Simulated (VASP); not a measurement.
# Si in VASP: further runs, part 2 of 2

VASP 6.6.1. Earlier steps stand in the parts before.

## 3. Single point, LDA (atoms displaced along a vibrational mode)

INCAR reads:

```
SYSTEM = Si
PREC = Accurate
ENCUT = 520
EDIFF = 1E-6
ISMEAR = 0
SIGMA = 0.03
LREAL = .False.
LASPH = .True.
NELM = 100
ALGO = Normal
ISIF = 2
LWAVE = .False.
LCHARG = .True.
GGA = CA
LELF = .True.
LVHAR = .True.
NBANDS = 16
```

KPOINTS reads:

```
Automatic mesh
0
Gamma
  10 10 10
  0 0 0
```

POSCAR reads:

```
Si
1.0
   -3.3010168807      3.3010168807      1.9082539665
    3.3010168807     -3.3010168807      1.9082539665
    3.3010168807      3.3010168807     -1.9082539665
Si
4
Direct
    0.1697573290      0.1788454376      0.3486027666
    0.8120664538      0.8211545624      0.6332210162
    0.1879335462      0.8211545624      0.0090881086
    0.8302426710      0.1788454376      0.0090881086
```

Potentials or basis: VASP PAW LDA potentials, release 64 (Si).

On the command line:

```
> cat potpaw_LDA.64/Si/POTCAR > POTCAR
> mpirun -np 1 vasp_std > vasp.out
```

Run time: 2.3 min. Hardware: 1 thread of Intel Xeon 6975P-C (Granite Rapids), shared host; peak memory 0.29 GiB.

It converged, with:

```yaml
Free_energy: -23.2621 eV
Pressure: 0.6 GPa
Largest_force: 1.245 eV/Å
Band_gap_on_the_k_mesh: 0.16 eV (least direct gap 0.29 eV)
```

Forces in eV/Å, atoms in the order of the input:
```
Si  -0.023  1.244  0.000
Si   0.023  0.787  0.000
Si   0.023 -0.787  0.000
Si  -0.023 -1.244  0.000
```

Stress tensor (GPa, compression positive):
```
-0.12  0.00  0.00
 0.00  1.81  0.00
 0.00  0.00  0.05
```

Levels at points of the mesh, in eV from the valence-band top:
| k point | band 4 | band 5 | band 6 | band 7 | band 8 | band 9 | band 10 | band 11 | band 12 | band 13 |
| --- | --- | --- | --- | --- | --- | --- | --- | --- | --- | --- |
| (0.00, 0.00, 0.00) | -5.63 | -3.88 | -1.57 | -1.52 | -0.55 | 1.36 | 1.53 | 1.54 | 2.16 | 2.24 |
| (0.50, 0.00, 0.00) | -6.21 | -4.47 | -3.60 | -2.48 | -1.41 | 0.65 | 2.35 | 2.91 | 3.33 | 4.24 |
| (0.50, 0.00, 0.50) | -6.21 | -4.47 | -3.66 | -2.40 | -1.45 | 0.69 | 2.32 | 2.89 | 3.40 | 4.10 |
| (0.50, 0.50, 0.00) | -4.97 | -2.91 | -2.12 | -1.95 | -1.63 | 1.47 | 1.80 | 1.87 | 3.96 | 4.23 |
| (0.50, 0.50, 0.50) | -5.18 | -3.03 | -0.24 | -0.09 | 0.00 | 0.29 | 3.30 | 3.45 | 3.99 | 4.43 |

Caveat: the cell differs from its parent crystal (atoms displaced along a vibrational mode); forces of over 1 eV/Å act on the atoms, so gaps and moduli don't describe the material at rest.

## 4. Single point, LDA (atoms displaced along a vibrational mode)

INCAR reads:

```
SYSTEM = Si
PREC = Accurate
ENCUT = 520
EDIFF = 1E-6
ISMEAR = 0
SIGMA = 0.03
LREAL = .FALSE.
LASPH = .TRUE.
NELM = 60
ALGO = Normal
ISIF = 2
LWAVE = .FALSE.
LCHARG = .FALSE.
NBANDS = 16
```

KPOINTS reads:

```
Automatic mesh
0
G
  10 10 10
  0 0 0
```

POSCAR reads:

```
Si
1.0
   -3.3010168807      3.3010168807      1.9082539665
    3.3010168807     -3.3010168807      1.9082539665
    3.3010168807      3.3010168807     -1.9082539665
Si
4
Direct
    0.1758160681      0.1788454376      0.3546615057
    0.8181251929      0.8211545624      0.6392797553
    0.1818748071      0.8211545624      0.0030293695
    0.8241839319      0.1788454376      0.0030293695
```

On the command line:

```
> cat potpaw_LDA.64/Si/POTCAR > POTCAR
> mpirun -np 1 vasp_std > vasp.out
```

Run time: 98 s. Hardware: 1 thread of Intel Xeon 6975P-C (Granite Rapids), shared host; peak memory 0.3 GiB.

Results (log left out):

- Free energy: -23.3689 eV
- Pressure: 0.1 GPa
- Largest force: 0.353 eV/Å
- Band gap on the k mesh: 0.19 eV (least direct gap 0.26 eV)

Forces on the atoms (eV/Å):
```
Si  -0.004  0.353  0.000
Si   0.004  0.305  0.000
Si   0.004 -0.305  0.000
Si  -0.004 -0.353  0.000
```

Stress tensor (GPa, compression positive):
```
0.08 0.00 0.00
0.00 0.29 0.00
0.00 0.00 0.01
```

Levels at points of the mesh, in eV from the valence-band top:
```tsv
k point	band 5	band 6	band 7	band 8	band 9	band 10	band 11	band 12
(0.00, 0.00, 0.00)	-3.86	-1.52	-1.52	-0.57	1.36	1.55	1.55	2.24
(0.50, 0.00, 0.00)	-4.46	-3.60	-2.45	-1.45	0.70	2.33	2.92	3.43
(0.50, 0.00, 0.50)	-4.46	-3.60	-2.44	-1.45	0.71	2.32	2.92	3.44
(0.50, 0.50, 0.00)	-2.92	-2.06	-1.96	-1.65	1.53	1.83	1.86	3.97
(0.50, 0.50, 0.50)	-3.00	-0.23	-0.01	0.00	0.26	3.32	3.47	4.00
```

Caveat: the cell differs from its parent crystal (atoms displaced along a vibrational mode).

## 5. Single point, LDA (atoms displaced along a vibrational mode)

INCAR reads:

```
SYSTEM = Si
ALGO     = Normal         ! electronic algorithm
EDIFF    = 1E-7           ! SCF threshold, eV
ENCUT    = 520            ! plane-wave cutoff, eV
GGA      = CA             ! functional
ISIF     = 2              ! what is computed and relaxed
ISMEAR   = 0              ! smearing method
LASPH    = .TRUE.         ! aspherical terms in the spheres
LCHARG   = .FALSE.        ! write CHGCAR
LREAL    = .FALSE.        ! projectors in reciprocal space
LWAVE    = .FALSE.        ! write WAVECAR
NBANDS   = 16             ! bands
NELM     = 100            ! most SCF steps
PREC     = Accurate       ! precision mode
SIGMA    = 0.03           ! smearing width, eV
```

KPOINTS reads:

```
k-points
0
G
  10 10 10
  0 0 0
```

POSCAR reads:

```
Si
1.0
   -3.3010168807      3.3010168807      1.9082539665
    3.3010168807     -3.3010168807      1.9082539665
    3.3010168807      3.3010168807     -1.9082539665
Si
4
Direct
    0.1727866985      0.1788454376      0.3516321361
    0.8150958233      0.8211545624      0.6362503857
    0.1849041767      0.8211545624      0.0060587391
    0.8272133015      0.1788454376      0.0060587391
```

On the command line:

```
> cat potpaw_LDA.64/Si/POTCAR > POTCAR
> mpirun -np 1 vasp_std > vasp.out
```

It took 2.6 min on 1 thread of Intel Xeon 6975P-C (Granite Rapids), shared host; peak memory 0.3 GiB.

Results (log left out):

- Free energy: -23.3292 eV
- Pressure: 0.3 GPa
- Largest force: 0.765 eV/Å
- Band gap on the k mesh: 0.18 eV (least direct gap 0.28 eV)

Forces on the atoms (eV/Å):
```
Si  -0.011  0.765  0.000
Si   0.011  0.565  0.000
Si   0.011 -0.565  0.000
Si  -0.011 -0.765  0.000
```

Stress tensor (GPa, compression positive):
```
0.01 0.00 0.00
0.00 0.86 0.00
0.00 0.00 0.04
```

Levels at points of the mesh, in eV from the valence-band top:
| k point | band 5 | band 6 | band 7 | band 8 | band 9 | band 10 | band 11 | band 12 |
| --- | --- | --- | --- | --- | --- | --- | --- | --- |
| (0.00, 0.00, 0.00) | -3.87 | -1.54 | -1.52 | -0.56 | 1.36 | 1.55 | 1.55 | 2.21 |
| (0.50, 0.00, 0.00) | -4.46 | -3.60 | -2.46 | -1.43 | 0.68 | 2.33 | 2.92 | 3.39 |
| (0.50, 0.00, 0.50) | -4.46 | -3.63 | -2.42 | -1.45 | 0.70 | 2.32 | 2.91 | 3.42 |
| (0.50, 0.50, 0.00) | -2.91 | -2.08 | -1.96 | -1.64 | 1.50 | 1.84 | 1.85 | 3.96 |
| (0.50, 0.50, 0.50) | -3.01 | -0.23 | -0.04 | 0.00 | 0.28 | 3.31 | 3.47 | 3.99 |

Caveat: the cell differs from its parent crystal (atoms displaced along a vibrational mode). A k mesh can miss the band edges.

## 6. Single point, LDA (atoms displaced along a vibrational mode)

INCAR reads:

```
SYSTEM = Si
ALGO = Normal
EDIFF = 1E-6
ENCUT = 520
GGA = CA
ISIF = 2
ISMEAR = 0
LASPH = .True.
LCHARG = .True.
LELF = .True.
LREAL = .False.
LVHAR = .True.
LWAVE = .False.
NBANDS = 16
NELM = 80
PREC = Accurate
SIGMA = 0.03
```

KPOINTS reads:

```
k-points
0
Gamma
  10 10 10
  0 0 0
```

POSCAR reads:

```
Si
1.0
   -3.3010168807      3.3010168807      1.9082539665
    3.3010168807     -3.3010168807      1.9082539665
    3.3010168807      3.3010168807     -1.9082539665
Si
4
Direct
    0.1631242597      0.1631242597      0.3576908752
    0.8368757403      0.8368757403      0.6423091248
    0.1788454376      0.8211545624      0.0000000000
    0.8211545624      0.1788454376      0.0000000000
```

Potentials or basis: VASP PAW LDA potentials, release 64 (Si).

On the command line:

```
> cat potpaw_LDA.64/Si/POTCAR > POTCAR
> mpirun -np 1 vasp_std > vasp.out
```

Run time: 3.4 min. Hardware: 1 thread of Intel Xeon 6975P-C (Granite Rapids), shared host; peak memory 0.38 GiB.

Results (log left out):

```yaml
Free_energy: -23.2899 eV
Pressure: 0.4 GPa
Largest_force: 1.555 eV/Å
Band_gap_on_the_k_mesh: zero (bands 8 and 9 overlap by 0.04 eV)
```

Forces on the atoms (eV/Å):
```
Si  -0.171 -0.171  1.536
Si   0.171  0.171 -1.536
Si   0.010 -0.010  0.000
Si  -0.010  0.010  0.000
```

Stress tensor (GPa, compression positive):
```
 0.30  0.23 -1.78
 0.23  0.30 -1.78
-1.78 -1.78  0.58
```

Levels at points of the mesh, in eV from the Fermi level:
```tsv
k point	band 5	band 6	band 7	band 8	band 9	band 10	band 11	band 12
(0.00, 0.00, 0.00)	-4.04	-1.68	-1.61	-0.72	1.13	1.37	1.39	2.09
(0.50, 0.00, 0.00)	-4.66	-3.88	-2.54	-1.55	0.43	2.29	2.96	3.26
(0.50, 0.00, 0.50)	-4.55	-3.63	-2.66	-1.69	0.69	2.04	2.57	3.30
(0.50, 0.50, 0.00)	-3.07	-2.20	-2.13	-1.75	1.38	1.60	1.71	3.81
(0.00, 0.00, 0.50)	-3.09	-2.40	-1.90	-1.81	1.32	1.67	1.69	3.78
(0.50, 0.50, 0.50)	-3.14	-0.58	-0.15	0.05	0.07	3.15	3.27	3.71
```

Caveat: the cell differs from its parent crystal (atoms displaced along a vibrational mode); semilocal functionals underestimate gaps, so a narrow gap can read as zero; forces of over 1 eV/Å act on the atoms, so gaps and moduli don't describe the material at rest.

## 7. Summary

| cell | gap on the mesh (eV) | pressure (GPa) | largest force (eV/Å) |
| --- | --- | --- | --- |
| as given, atomic positions A | 0.20 | 0.1 | - |
| as given, atomic positions B | 0.16 | 0.6 | 1.24 |
| as given, atomic positions C | 0.19 | 0.1 | 0.35 |
| as given, atomic positions D | 0.18 | 0.3 | 0.77 |
| as given, atomic positions E | none | 0.4 | 1.56 |

Alike in all rows: task single point; level LDA; potentials or basis VASP PAW LDA potentials, release 64 (Si); no spin polarisation; k mesh 10 × 10 × 10; cutoff (eV) 520; smearing gaussian 0.03 eV.

Caveats: forces of over 1 eV/Å act on the atoms, so gaps and moduli don't describe the material at rest (at least some runs); semilocal functionals underestimate gaps, so a narrow gap can read as zero (at least some runs).

Total energies depend on the potentials used, so only differences within one code and one set of settings carry meaning.
